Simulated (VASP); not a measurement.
# Al2Ga3N5 (I4/mmm) in VASP: single point with PBE

Aim: the single point of Al2Ga3N5 with PBE.

Program: VASP 6.6.1. These are calculated values, not measurements. Logs are shortened: lines on timing, memory, paths and dates and some standing lists are left out, and cuts for length are marked.

**1. The cell of the first run**

The structure is tetragonal, space group I4/mmm (No. 139). Conventional cell: a = 2.964 Å, b = 2.964 Å, c = 20.997 Å, α = 90.00°, β = 90.00°, γ = 90.00°. Al (site symmetry 4mm) has 6 N at 2.07 to 2.10 Å within 2.7 Å. Ga (site symmetry 4mm) has 6 N at 2.10 to 2.17 Å within 2.8 Å. Within 2.8 Å of Ga (site symmetry 4/mmm) lie 6 N at 2.08 to 2.10 Å. Within 2.8 Å of N (site symmetry 4mm) lie 2 Ga at 2.08 to 2.10 Å and 4 Al at 2.10 Å. Within 2.7 Å of N (site symmetry 4/mmm) lie 2 Al at 2.07 Å and 4 Ga at 2.10 Å. N (site symmetry 4mm) has 1 Al at 2.08 Å and 5 Ga at 2.10 to 2.17 Å within 2.7 Å.

**2. Single point, PBE**

INCAR

```
SYSTEM = Al2Ga3N5
  PREC = Accurate
  ENCUT = 520
  EDIFF = 1E-6
  ISMEAR = 0
  SIGMA = 0.1
  LREAL = .False.
  LASPH = .True.
  NELM = 80
  ALGO = Normal
  ISIF = 2
  LWAVE = .False.
  LCHARG = .False.
  GGA = PE
  NBANDS = 46
```

KPOINTS

```
regular mesh
0
Gamma
  8 8 8
  0 0 0
```

POSCAR

```
Al2Ga3N5
1.0
   -1.4821049626      1.4821049626     10.4983906282
    1.4821049626     -1.4821049626     10.4983906282
    1.4821049626      1.4821049626    -10.4983906282
Al Ga N
2 3 5
Direct
    0.4012029409      0.4012029409      0.0000000000
    0.5987970591      0.5987970591      0.0000000000
    0.8008679809      0.8008679809      0.0000000000
    0.0000000000      0.0000000000      0.0000000000
    0.1991320191      0.1991320191      0.0000000000
    0.9008273812      0.9008273812      0.0000000000
    0.5000000000      0.5000000000      0.0000000000
    0.0991726188      0.0991726188      0.0000000000
    0.6976323181      0.6976323181      0.0000000000
    0.3023676819      0.3023676819      0.0000000000
```

Potentials or basis: VASP PAW PBE potentials, release 64 (Al, Ga_d, N).

Launch:

```bash
$ cat potpaw_PBE.64/Al/POTCAR potpaw_PBE.64/Ga_d/POTCAR potpaw_PBE.64/N/POTCAR > POTCAR
$ mpirun -np 1 vasp_std > vasp.out
```

OUTCAR:

```text
SYSTEM = Al2Ga3N5
   PREC = Accurate
   ENCUT = 520
   EDIFF = 1E-6
   ISMEAR = 0
   LREAL = .False.
   LASPH = .True.
   NELM = 80
   ISIF = 2
   GGA = PE

 ion  position               nearest neighbor table
   1  0.401  0.401  0.000-   7 2.07  10 2.08   6 2.10   6 2.10   6 2.10   6 2.10   4 2.95   4 2.95
                             4 2.95   4 2.95   3 2.97   3 2.97   3 2.97   3 2.97
   2  0.599  0.599  0.000-   7 2.07   9 2.08   8 2.10   8 2.10   8 2.10   8 2.10   4 2.95   4 2.95
                             4 2.95   4 2.95   5 2.97   5 2.97   5 2.97   5 2.97
   3  0.801  0.801  0.000-  10 2.10  10 2.10  10 2.10  10 2.10   6 2.10   9 2.17   1 2.97   1 2.97
                             1 2.97   1 2.97
   4  0.000  0.000  0.000-   6 2.08   8 2.08   7 2.10   7 2.10   7 2.10   7 2.10   2 2.95   2 2.95
                             1 2.95   1 2.95   1 2.95   2 2.95   1 2.95   2 2.95
   5  0.199  0.199  0.000-   9 2.10   9 2.10   9 2.10   9 2.10   8 2.10  10 2.17   2 2.97   2 2.97
                             2 2.97   2 2.97
   6  0.901  0.901  0.000-   4 2.08   1 2.10   1 2.10   1 2.10   1 2.10   3 2.10
   7  0.500  0.500  0.000-   1 2.07   2 2.07   4 2.10   4 2.10   4 2.10   4 2.10
   8  0.099  0.099  0.000-   4 2.08   2 2.10   2 2.10   2 2.10   2 2.10   5 2.10
   9  0.698  0.698  0.000-   2 2.08   5 2.10   5 2.10   5 2.10   5 2.10   3 2.17
  10  0.302  0.302  0.000-   1 2.08   3 2.10   3 2.10   3 2.10   3 2.10   5 2.17

  LATTYP: Found a body centered tetragonal cell.
 ALAT       =     2.9642099252
 C/A-ratio  =     7.0834326132

  Lattice vectors:

 A1 = (  -1.4821049626,   1.4821049626,  10.4983906282)
 A2 = (   1.4821049626,  -1.4821049626,  10.4983906282)
 A3 = (   1.4821049626,   1.4821049626, -10.4983906282)

Analysis of symmetry for initial positions (statically):
=====================================================================
 Subroutine PRICEL returns:
 Original cell was already a primitive cell.

 Routine SETGRP: Setting up the symmetry group for a
 body centered tetragonal supercell.

 Subroutine GETGRP returns: Found 16 space group operations
 (whereof 16 operations were pure point group operations)
 out of a pool of 16 trial point group operations.

The static configuration has the point symmetry D_4h.

Analysis of symmetry for dynamics (positions and initial velocities):
=====================================================================
 Subroutine PRICEL returns:
 Original cell was already a primitive cell.

 Routine SETGRP: Setting up the symmetry group for a
 body centered tetragonal supercell.

 Subroutine GETGRP returns: Found 16 space group operations
 (whereof 16 operations were pure point group operations)
 out of a pool of 16 trial point group operations.

The dynamic configuration has the point symmetry D_4h.

 Subroutine INISYM returns: Found 16 space group operations
 (whereof 16 operations are pure point group operations),
 and found     1 'primitive' translations

----------------------------------------------------------------------------------------

                                     Primitive cell

  volume of cell :      92.2445

  direct lattice vectors                    reciprocal lattice vectors
    -1.482104963  1.482104963 10.498390628     0.000000000  0.337358023  0.047626347
     1.482104963 -1.482104963 10.498390628     0.337358023  0.000000000  0.047626347
     1.482104963  1.482104963-10.498390628     0.337358023  0.337358023  0.000000000

  length of vectors
    10.705581536 10.705581536 10.705581536     0.340703250  0.340703250  0.477096291

  position of ions in fractional coordinates (direct lattice)
     0.401202941  0.401202941  0.000000000
     0.598797059  0.598797059  0.000000000
     0.800867981  0.800867981  0.000000000
     0.000000000  0.000000000  0.000000000
     0.199132019  0.199132019  0.000000000
     0.900827381  0.900827381  0.000000000
     0.500000000  0.500000000  0.000000000
     0.099172619  0.099172619  0.000000000
     0.697632318  0.697632318  0.000000000
     0.302367682  0.302367682  0.000000000

  ion indices of the primitive-cell ions
   primitive index   ion index
                 1           1
                 2           2
                 3           3
                 4           4
                 5           5
                 6           6
                 7           7
                 8           8
                 9           9
                10          10

----------------------------------------------------------------------------------------

 KPOINTS: regular mesh

Automatic generation of k-mesh.
 Grid dimensions read from file:
 generate k-points for:    8    8    8

 Generating k-lattice:

  Cartesian coordinates                     Fractional coordinates (reciprocal lattice)
     0.000000000  0.042169753  0.005953293     0.125000000  0.000000000  0.000000000
     0.042169753  0.000000000  0.005953293     0.000000000  0.125000000  0.000000000
     0.042169753  0.042169753  0.000000000     0.000000000  0.000000000  0.125000000

  Length of vectors
     0.042587906  0.042587906  0.059637036

  Shift w.r.t. Gamma in fractional coordinates (k-lattice)
     0.000000000  0.000000000  0.000000000

 Subroutine IBZKPT returns following result:
 ===========================================

 Found     59 irreducible k-points:

 Following reciprocal coordinates:
            Coordinates               Weight
  0.000000  0.000000  0.000000      1.000000
  0.125000  0.000000 -0.000000      8.000000
  0.250000  0.000000 -0.000000      8.000000
  0.375000 -0.000000  0.000000      8.000000
  0.500000  0.000000 -0.000000      4.000000
  0.125000  0.125000 -0.000000      8.000000
[... 16 lines left out ...]
  0.250000  0.125000  0.125000     16.000000
  0.375000  0.125000  0.125000      8.000000
 [... further k-points ...]
   k-points           NKPTS =     59   k-points in BZ     NKDIM =     59   number of bands    NBANDS=     46
   number of dos      NEDOS =    301   number of ions     NIONS =     10
   total plane-waves  NPLWV = 512000
   dimension x,y,z NGX =    80 NGY =   80 NGZ =   80
   dimension x,y,z NGXF=   160 NGYF=  160 NGZF=  160
   ions per type =               2   3   5
   NGX,Y,Z   is equivalent  to a cutoff of  12.42, 12.42, 12.42 a.u.
   NGXF,Y,Z  is equivalent  to a cutoff of  24.85, 24.85, 24.85 a.u.
 SYSTEM =  Al2Ga3N5
   PREC   = accura    normal or accurate (medium, high low for compatibility)
   ISTART =      0    job   : 0-new  1-cont  2-samecut
   ICHARG =      2    charge: 1-file 2-atom 10-const
   ISPIN  =      1    spin polarized calculation?
   LNONCOLLINEAR =      F non collinear calculations
   LSORBIT =      F    spin-orbit coupling
   LASPH  =      T    aspherical Exc in radial PAW
   ENCUT  =  520.0 eV  38.22 Ry    6.18 a.u.  19.91 19.91 19.91*2*pi/ulx,y,z
   NELM   =     80;   NELMIN=  2; NELMDL= -5     # of ELM steps
   EDIFF  = 0.1E-05   stopping-criterion for ELM
   LREAL  =      F    real-space projection
   EDIFFG = 0.1E-04   stopping-criterion for IOM
   NSW    =      0    number of steps for IOM
   IBRION =     -1    ionic relax: 0-MD 1-quasi-New 2-CG
   NFREE  =      0    steps in history (QN), initial steepest desc. (CG)
   ISIF   =      2    stress and relaxation
   ISYM   =      2    0-nonsym 1-usesym 2-fastsym
   POTIM  = 0.5000    time-step for ionic-motion
   TEBEG  =    0.0;   TEEND  =   0.0 temperature during run
   PSTRESS=    0.0 pullay stress
   NELECT =      70.0000    total number of electrons
   NUPDOWN=      -1.0000    fix difference up-down
   EMIN   =  10.00;   EMAX   =-10.00  energy-range for DOS
   EFERMI =   0.00;   METHOD = LEGACY
   ISMEAR =     0;   SIGMA  =   0.10  broadening in eV -4-tet -1-fermi 0-gaus
   EFERMI_NEDOS =   21; number of points for ismear=-14 and -15
   IALGO  =     38    algorithm
   IMIX   =      4    mixing-type and parameters
     AMIX     =   0.40;   BMIX     =  1.00
     AMIX_MAG =   1.60;   BMIX_MAG =  1.00
  volume/ion in A,a.u.               =       9.22        62.25
  Fermi-wavevector in a.u.,A,eV,Ry     =   1.493232  2.821799 30.337480  2.229742
  Thomas-Fermi vector in A             =   2.605659
   LORBIT       =      0    0 simple, 1 ext, 2 COOP (PROOUT), +10 PAW based schemes
   GGA     = PE    functional components
   LHFCALC =     F    Hartree Fock is set to
   AEXX    =    0.0000 exact exchange contribution
   IVDW    =     0    specifies the selected vdW correction
   LEPSILON=     F    determine dielectric tensor
   LRPA    =     F    only Hartree local field effects (RPA)
 non-spin polarized calculation
 Gauss-broadening in eV      SIGMA  =   0.10
  energy-cutoff  :      520.00
  volume of cell :       92.24
 maximum number of plane-waves:      2523
   NGX = 39   NGY = 39   NGZ = 39

 number of electron      69.9999996 magnetization

 Free energy of the ion-electron system (eV)
  ---------------------------------------------------
  ext. energy  EPLUGINS =         0.00000000
  ---------------------------------------------------
  free energy    TOTEN  =       -62.36145938 eV

  energy without entropy =      -62.36145938  energy(sigma->0) =      -62.36145938

 E-fermi :   8.9031     XC(G=0): -12.6382

 val. band max:        8.4079011905   @ k =  -0.2500   0.1250   0.0000
 cond. band min:       9.6339585393   @ k =   0.5000   0.5000  -0.0000
 fundamental gap:      1.2260573488
 Fermi energy:         8.9030533746

 k-point     1 :       0.0000    0.0000    0.0000
  band No.  band energies     occupation
      1      -8.8214      2.00000
      2      -8.0287      2.00000
      3      -7.8394      2.00000
      4      -6.9640      2.00000
      5      -6.7292      2.00000
      6      -5.7255      2.00000
[... 38 lines left out ...]
     45      18.2323      0.00000
     46      18.8531      0.00000
[... 1086 lines left out ...]
      6      -5.6604      2.00000
[... 38 lines left out ...]
     45      16.9589      0.00000
     46      18.8124      0.00000

 [... further k-points ...]

------------------------ aborting loop because EDIFF is reached ----------------------------------------

  FORCE on cell =-STRESS in cart. coord.  units (eV):
  Direction    XX          YY          ZZ          XY          YZ          ZX
  --------------------------------------------------------------------------------------
  -------------------------------------------------------------------------------------
  Total        0.2817224      0.2817224      0.2619725      0.0000000      0.0000000      0.0000000
  in kB        4.8931818      4.8931818      4.5501501      0.0000000      0.0000000      0.0000000
  external PRESSURE =       4.7788379 kB  Pullay stress =       0.0000000 kB

 VOLUME and BASIS-vectors are now :
 -----------------------------------------------------------------------------
  energy-cutoff  :      520.00
  volume of cell :       92.24
      direct lattice vectors                 reciprocal lattice vectors
    -1.482104963  1.482104963 10.498390628     0.000000000  0.337358023  0.047626347
     1.482104963 -1.482104963 10.498390628     0.337358023  0.000000000  0.047626347
     1.482104963  1.482104963-10.498390628     0.337358023  0.337358023  0.000000000

 POSITION                                       TOTAL-FORCE (eV/Angst)
 -----------------------------------------------------------------------------------
      0.00000      0.00000      8.42397        -0.000000     -0.000000     -0.002326
      0.00000      0.00000     12.57281        -0.000000     -0.000000      0.002326
      0.00000      0.00000     16.81565        -0.000000     -0.000000     -0.008737
      0.00000      0.00000      0.00000        -0.000000     -0.000000     -0.000000
      0.00000      0.00000      4.18113        -0.000000      0.000000      0.008737
      0.00000      0.00000     18.91448        -0.000000     -0.000000     -0.016982
      0.00000      0.00000     10.49839        -0.000000     -0.000000     -0.000000
      0.00000      0.00000      2.08231         0.000000      0.000000      0.016982
      0.00000      0.00000     14.64803         0.000000      0.000000     -0.038243
      0.00000      0.00000      6.34875         0.000000      0.000000      0.038243
 -----------------------------------------------------------------------------------
    total drift:                                0.000000     -0.000000      0.000000

  FREE ENERGIE OF THE ION-ELECTRON SYSTEM (eV)
  ---------------------------------------------------
  free  energy   TOTEN  =       -62.3614593841 eV

  energy  without entropy=      -62.3614593841  energy(sigma->0) =      -62.36145938
```

Run time: 43 min. Hardware: 1 thread of Intel Xeon Platinum 8259CL at 2.50GHz (Skylake/Cascade Lake), shared host; peak memory 1 GiB.

What came out:

```
Free energy            : -62.3615 eV
Pressure               : 0.5 GPa
Largest force          : 0.038 eV/Å
Band gap on the k mesh : 1.23 eV (least direct gap 2.01 eV)
```

Forces on the atoms (eV/Å):
```
Al   0.000  0.000 -0.002
Al   0.000  0.000  0.002
Ga   0.000  0.000 -0.009
Ga   0.000  0.000  0.000
Ga   0.000  0.000  0.009
N    0.000  0.000 -0.017
N    0.000  0.000  0.000
N    0.000  0.000  0.017
N    0.000  0.000 -0.038
N    0.000  0.000  0.038
```

A k mesh can miss the band edges.
